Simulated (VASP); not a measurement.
# Re (Fd-3m) in VASP: a series of runs

The runs below take Re through single point, relaxation of cell and atoms, with PBEsol.

Program: VASP 6.6.1. These are calculated values, not measurements. Logs are shortened: lines on timing, memory, paths and dates and some standing lists are left out, and cuts for length are marked.

**1. The cell of the first run**

It takes space group Fd-3m (No. 227, cubic). The conventional cell has a = 5.595 Å, b = 5.595 Å, c = 5.595 Å, α = 90.00°, β = 90.00°, γ = 90.00°. Within 3.2 Å of Re (site symmetry -43m) lie 4 Re at 2.42 Å.

This isn't the form of Re at room conditions, which is hcp.

**2. Single point, PBEsol**

INCAR

```
PREC = Accurate
ENCUT = 560
EDIFF = 1E-6
ISMEAR = 0
SIGMA = 0.1
LREAL = False
LASPH = True
NELM = 120
ALGO = Normal
ISIF = 2
LWAVE = False
LCHARG = False
GGA = PS
NBANDS = 22
GGA_COMPAT = False
```

KPOINTS

```
Automatic mesh
0
Gamma
  6 6 6
```

POSCAR

```
Re
1.0
    0.0000000000      2.7974518906      2.7974518906
    2.7974518906      0.0000000000      2.7974518906
    2.7974518906      2.7974518906      0.0000000000
Re
2
Direct
    0.5000000000      0.5000000000      0.5000000000
    0.7500000000      0.7500000000      0.7500000000
```

Potentials or basis: VASP PAW PBE potentials, release 64 (Re_sv_GW).

Started as:

```sh
$ cat potpaw_PBE.64/Re_sv_GW/POTCAR > POTCAR
$ mpirun -np 1 vasp_std > vasp.out
```

OUTCAR:

```text
PREC = Accurate
   ENCUT = 560
   EDIFF = 1E-6
   ISMEAR = 0
   LREAL = False
   LASPH = True
   NELM = 120
   ISIF = 2
   GGA = PS

 ion  position               nearest neighbor table
   1  0.500  0.500  0.500-   2 2.42   2 2.42   2 2.42   2 2.42
   2  0.750  0.750  0.750-   1 2.42   1 2.42   1 2.42   1 2.42

  LATTYP: Found a face centered cubic cell.
 ALAT       =     5.5949037812

  Lattice vectors:

 A1 = (   0.0000000000,   2.7974518906,   2.7974518906)
 A2 = (   2.7974518906,   0.0000000000,   2.7974518906)
 A3 = (   2.7974518906,   2.7974518906,   0.0000000000)

Analysis of symmetry for initial positions (statically):
=====================================================================
 Subroutine PRICEL returns:
 Original cell was already a primitive cell.

 Routine SETGRP: Setting up the symmetry group for a
 face centered cubic supercell.

 Subroutine GETGRP returns: Found 48 space group operations
 (whereof 24 operations were pure point group operations)
 out of a pool of 48 trial point group operations.

The static configuration has the point symmetry T_d .
 The point group associated with its full space group is O_h .

Analysis of symmetry for dynamics (positions and initial velocities):
=====================================================================
 Subroutine PRICEL returns:
 Original cell was already a primitive cell.

 Routine SETGRP: Setting up the symmetry group for a
 face centered cubic supercell.

 Subroutine GETGRP returns: Found 48 space group operations
 (whereof 24 operations were pure point group operations)
 out of a pool of 48 trial point group operations.

The dynamic configuration has the point symmetry T_d .
 The point group associated with its full space group is O_h .

 Subroutine INISYM returns: Found 48 space group operations
 (whereof 24 operations are pure point group operations),
 and found     1 'primitive' translations

----------------------------------------------------------------------------------------

                                     Primitive cell

  volume of cell :      43.7842

  direct lattice vectors                    reciprocal lattice vectors
     0.000000000  2.797451891  2.797451891    -0.178734084  0.178734084  0.178734084
     2.797451891  0.000000000  2.797451891     0.178734084 -0.178734084  0.178734084
     2.797451891  2.797451891  0.000000000     0.178734084  0.178734084 -0.178734084

  length of vectors
     3.956194404  3.956194404  3.956194404     0.309576514  0.309576514  0.309576514

  position of ions in fractional coordinates (direct lattice)
     0.500000000  0.500000000  0.500000000
     0.750000000  0.750000000  0.750000000

  ion indices of the primitive-cell ions
   primitive index   ion index
                 1           1
                 2           2

----------------------------------------------------------------------------------------

 KPOINTS: Automatic mesh

Automatic generation of k-mesh.
 Grid dimensions read from file:
 generate k-points for:    6    6    6

 Generating k-lattice:

  Cartesian coordinates                     Fractional coordinates (reciprocal lattice)
    -0.029789014  0.029789014  0.029789014     0.166666667  0.000000000  0.000000000
     0.029789014 -0.029789014  0.029789014     0.000000000  0.166666667  0.000000000
     0.029789014  0.029789014 -0.029789014     0.000000000  0.000000000  0.166666667

  Length of vectors
     0.051596086  0.051596086  0.051596086

  Shift w.r.t. Gamma in fractional coordinates (k-lattice)
     0.000000000  0.000000000  0.000000000

 Subroutine IBZKPT returns following result:
 ===========================================

 Found     16 irreducible k-points:

 Following reciprocal coordinates:
            Coordinates               Weight
  0.000000  0.000000  0.000000      1.000000
  0.166667  0.000000  0.000000      8.000000
  0.333333  0.000000  0.000000      8.000000
  0.500000  0.000000  0.000000      4.000000
  0.166667  0.166667  0.000000      6.000000
  0.333333  0.166667  0.000000     24.000000
[... 8 lines left out ...]
 -0.333333  0.333333  0.166667     24.000000
 -0.333333  0.500000  0.166667     12.000000
   k-points           NKPTS =     16   k-points in BZ     NKDIM =     16   number of bands    NBANDS=     22
   number of dos      NEDOS =    301   number of ions     NIONS =      2
   total plane-waves  NPLWV =  32768
   dimension x,y,z NGX =    32 NGY =   32 NGZ =   32
   dimension x,y,z NGXF=    64 NGYF=   64 NGZF=   64
   ions per type =               2
   NGX,Y,Z   is equivalent  to a cutoff of  13.45, 13.45, 13.45 a.u.
   NGXF,Y,Z  is equivalent  to a cutoff of  26.89, 26.89, 26.89 a.u.
 SYSTEM =  unknown system
   PREC   = accura    normal or accurate (medium, high low for compatibility)
   ISTART =      0    job   : 0-new  1-cont  2-samecut
   ICHARG =      2    charge: 1-file 2-atom 10-const
   ISPIN  =      1    spin polarized calculation?
   LNONCOLLINEAR =      F non collinear calculations
   LSORBIT =      F    spin-orbit coupling
   LASPH  =      T    aspherical Exc in radial PAW
   ENCUT  =  560.0 eV  41.16 Ry    6.42 a.u.   7.63  7.63  7.63*2*pi/ulx,y,z
   NELM   =    120;   NELMIN=  2; NELMDL= -5     # of ELM steps
   EDIFF  = 0.1E-05   stopping-criterion for ELM
   LREAL  =      F    real-space projection
   EDIFFG = 0.1E-04   stopping-criterion for IOM
   NSW    =      0    number of steps for IOM
   IBRION =     -1    ionic relax: 0-MD 1-quasi-New 2-CG
   NFREE  =      0    steps in history (QN), initial steepest desc. (CG)
   ISIF   =      2    stress and relaxation
   ISYM   =      2    0-nonsym 1-usesym 2-fastsym
   POTIM  = 0.5000    time-step for ionic-motion
   TEBEG  =    0.0;   TEEND  =   0.0 temperature during run
   PSTRESS=    0.0 pullay stress
   NELECT =      30.0000    total number of electrons
   NUPDOWN=      -1.0000    fix difference up-down
   EMIN   =  10.00;   EMAX   =-10.00  energy-range for DOS
   EFERMI =   0.00;   METHOD = LEGACY
   ISMEAR =     0;   SIGMA  =   0.10  broadening in eV -4-tet -1-fermi 0-gaus
   EFERMI_NEDOS =   21; number of points for ismear=-14 and -15
   IALGO  =     38    algorithm
   IMIX   =      4    mixing-type and parameters
     AMIX     =   0.40;   BMIX     =  1.00
     AMIX_MAG =   1.60;   BMIX_MAG =  1.00
  volume/ion in A,a.u.               =      21.89       147.74
  Fermi-wavevector in a.u.,A,eV,Ry     =   1.443254  2.727354 28.340673  2.082981
  Thomas-Fermi vector in A             =   2.561682
   LORBIT       =      0    0 simple, 1 ext, 2 COOP (PROOUT), +10 PAW based schemes
   GGA     = PS    functional components
   LHFCALC =     F    Hartree Fock is set to
   AEXX    =    0.0000 exact exchange contribution
   IVDW    =     0    specifies the selected vdW correction
   LEPSILON=     F    determine dielectric tensor
   LRPA    =     F    only Hartree local field effects (RPA)
 non-spin polarized calculation
 Gauss-broadening in eV      SIGMA  =   0.10
  energy-cutoff  :      560.00
  volume of cell :       43.78
 maximum number of plane-waves:      1363
 NGX is ok and might be reduce to    32
   NGX = 15   NGY = 15   NGZ = 15

 number of electron      29.9999997 magnetization

 Free energy of the ion-electron system (eV)
  ---------------------------------------------------
  ext. energy  EPLUGINS =         0.00000000
  ---------------------------------------------------
  free energy    TOTEN  =       -26.47127533 eV

  energy without entropy =      -26.45990762  energy(sigma->0) =      -26.46559147

 E-fermi :   6.9536     XC(G=0): -11.6388

 val. band max:        6.9236414217   @ k =  -0.3333   0.3333   0.1667
 cond. band min:       6.9601506467   @ k =   0.1667   0.0000   0.0000
 fundamental gap:      0.0365092250
 Fermi energy:         6.9535543619

 k-point     1 :       0.0000    0.0000    0.0000
  band No.  band energies     occupation
      1     -72.6871      2.00000
      2     -72.3248      2.00000
      3     -34.8365      2.00000
      4     -34.8365      2.00000
      5     -34.8365      2.00000
      6     -33.8267      2.00000
[... 14 lines left out ...]
     21      18.2600      0.00000
     22      19.6134      0.00000

 k-point     2 :       0.1667    0.0000    0.0000
  band No.  band energies     occupation
      1     -72.6695      2.00000
      2     -72.3416      2.00000
      3     -34.8649      2.00000
      4     -34.8649      2.00000
      5     -34.8299      2.00000
      6     -33.8348      2.00000
[... 14 lines left out ...]
     21      17.6448      0.00000
     22      19.7081      0.00000

 k-point     3 :       0.3333    0.0000    0.0000
  band No.  band energies     occupation
      1     -72.6267      2.00000
      2     -72.3857      2.00000
      3     -34.9192      2.00000
      4     -34.9192      2.00000
      5     -34.8204      2.00000
      6     -33.8486      2.00000
[... 14 lines left out ...]
     21      16.9599      0.00000
     22      18.2538      0.00000

 k-point     4 :       0.5000    0.0000    0.0000
  band No.  band energies     occupation
      1     -72.5970      2.00000
      2     -72.4154      2.00000
      3     -34.9444      2.00000
      4     -34.9444      2.00000
      5     -34.8154      2.00000
      6     -33.8551      2.00000
[... 14 lines left out ...]
     21      16.9056      0.00000
     22      17.5548      0.00000

 k-point     5 :       0.1667    0.1667    0.0000
  band No.  band energies     occupation
      1     -72.6631      2.00000
      2     -72.3482      2.00000
      3     -34.8984      2.00000
      4     -34.8984      2.00000
      5     -34.7702      2.00000
      6     -33.8986      2.00000
[... 14 lines left out ...]
     21      18.0922      0.00000
     22      18.0922      0.00000

 k-point     6 :       0.3333    0.1667    0.0000
  band No.  band energies     occupation
      1     -72.6266      2.00000
      2     -72.3857      2.00000
      3     -34.9619      2.00000
      4     -34.9522      2.00000
      5     -34.7118      2.00000
      6     -33.9598      2.00000
[... 14 lines left out ...]
     21      16.4398      0.00000
     22      16.6153      0.00000

 k-point     7 :       0.5000    0.1667    0.0000
  band No.  band energies     occupation
      1     -72.5852      2.00000
      2     -72.4275      2.00000
      3     -35.0174      2.00000
      4     -34.9734      2.00000
      5     -34.6776      2.00000
      6     -33.9929      2.00000
[... 14 lines left out ...]
     21      15.3579      0.00000
     22      15.9494      0.00000

 k-point     8 :      -0.3333    0.1667    0.0000
  band No.  band energies     occupation
      1     -72.5976      2.00000
      2     -72.4153      2.00000
      3     -35.0179      2.00000
      4     -34.9444      2.00000
      5     -34.7031      2.00000
      6     -33.9658      2.00000
[... 14 lines left out ...]
     21      15.0732      0.00000
     22      17.0961      0.00000

 k-point     9 :      -0.1667    0.1667    0.0000
  band No.  band energies     occupation
      1     -72.6426      2.00000
      2     -72.3695      2.00000
      3     -34.9521      2.00000
      4     -34.8899      2.00000
      5     -34.7729      2.00000
      6     -33.8942      2.00000
[... 14 lines left out ...]
     21      16.1332      0.00000
     22      17.7329      0.00000

 k-point    10 :       0.3333    0.3333    0.0000
  band No.  band energies     occupation
      1     -72.5972      2.00000
      2     -72.4154      2.00000
      3     -35.0063      2.00000
      4     -35.0063      2.00000
      5     -34.5905      2.00000
      6     -34.0894      2.00000
[... 14 lines left out ...]
     21      14.3377      0.00000
     22      14.3377      0.00000

 k-point    11 :       0.5000    0.3333    0.0000
  band No.  band energies     occupation
      1     -72.5520      2.00000
      2     -72.4612      2.00000
      3     -35.0545      2.00000
      4     -35.0282      2.00000
      5     -34.4886      2.00000
      6     -34.1910      2.00000
[... 14 lines left out ...]
     21      12.7411      0.00000
     22      13.3212      0.00000

 k-point    12 :      -0.3333    0.3333    0.0000
  band No.  band energies     occupation
      1     -72.5521      2.00000
      2     -72.4611      2.00000
      3     -35.0739      2.00000
      4     -34.9992      2.00000
      5     -34.5338      2.00000
      6     -34.1389      2.00000
[... 14 lines left out ...]
     21      12.5340      0.00000
     22      14.4984      0.00000

 k-point    13 :       0.5000    0.5000    0.0000
  band No.  band energies     occupation
      1     -72.5064      2.00000
      2     -72.5064      2.00000
      3     -35.0537      2.00000
      4     -35.0537      2.00000
      5     -34.3429      2.00000
      6     -34.3429      2.00000
[... 14 lines left out ...]
     21      11.6881      0.00000
     22      11.6881      0.00000

 k-point    14 :       0.5000    0.3333    0.1667
  band No.  band energies     occupation
      1     -72.5852      2.00000
      2     -72.4276      2.00000
      3     -35.0366      2.00000
      4     -34.9873      2.00000
      5     -34.6019      2.00000
      6     -34.0712      2.00000
[... 14 lines left out ...]
     21      13.5380      0.00000
     22      14.9801      0.00000

 k-point    15 :      -0.3333    0.3333    0.1667
  band No.  band energies     occupation
      1     -72.5520      2.00000
      2     -72.4611      2.00000
      3     -35.0639      2.00000
      4     -35.0123      2.00000
      5     -34.5260      2.00000
      6     -34.1462      2.00000
[... 14 lines left out ...]
     21      13.0171      0.00000
     22      13.8022      0.00000

 k-point    16 :      -0.3333    0.5000    0.1667
  band No.  band energies     occupation
      1     -72.5067      2.00000
      2     -72.5067      2.00000
      3     -35.0563      2.00000
      4     -35.0563      2.00000
      5     -34.3384      2.00000
      6     -34.3384      2.00000
[... 14 lines left out ...]
     21      11.4963      0.00000
     22      11.4963      0.00000

------------------------ aborting loop because EDIFF is reached ----------------------------------------

  FORCE on cell =-STRESS in cart. coord.  units (eV):
  Direction    XX          YY          ZZ          XY          YZ          ZX
  --------------------------------------------------------------------------------------
  -------------------------------------------------------------------------------------
  Total       -0.6048878     -0.6048878     -0.6048878      0.0000000     -0.0000000      0.0000000
  in kB      -22.1343869    -22.1343869    -22.1343869      0.0000000     -0.0000000      0.0000000
  external PRESSURE =     -22.1343869 kB  Pullay stress =       0.0000000 kB

 VOLUME and BASIS-vectors are now :
 -----------------------------------------------------------------------------
  energy-cutoff  :      560.00
  volume of cell :       43.78
      direct lattice vectors                 reciprocal lattice vectors
     0.000000000  2.797451891  2.797451891    -0.178734084  0.178734084  0.178734084
     2.797451891  0.000000000  2.797451891     0.178734084 -0.178734084  0.178734084
     2.797451891  2.797451891  0.000000000     0.178734084  0.178734084 -0.178734084

 POSITION                                       TOTAL-FORCE (eV/Angst)
 -----------------------------------------------------------------------------------
      2.79745      2.79745      2.79745        -0.000000     -0.000000      0.000000
      4.19618      4.19618      4.19618         0.000000      0.000000     -0.000000
 -----------------------------------------------------------------------------------
    total drift:                               -0.000000     -0.000000      0.000000

  FREE ENERGIE OF THE ION-ELECTRON SYSTEM (eV)
  ---------------------------------------------------
  free  energy   TOTEN  =       -26.4712753299 eV

  energy  without entropy=      -26.4599076198  energy(sigma->0) =      -26.46559147
```

Run time: 36 s. Hardware: 1 thread of Intel Xeon Platinum 8488C (Sapphire Rapids), shared host; peak memory 0.18 GiB.

Results:

```yaml
Free_energy: -26.4713 eV
Pressure: -2.2 GPa
Band_gap_on_the_k_mesh: zero (bands 15 and 16 overlap by 1.08 eV)
```

Caveat: the PAW data sets were made with another functional, which shifts forces and pressure a little; spin-orbit coupling is left out, which moves the levels of the heavy elements.

(Continued in part 2 of 2.)

The gap in the log of VASP goes by the Fermi energy; the results here count the filled bands.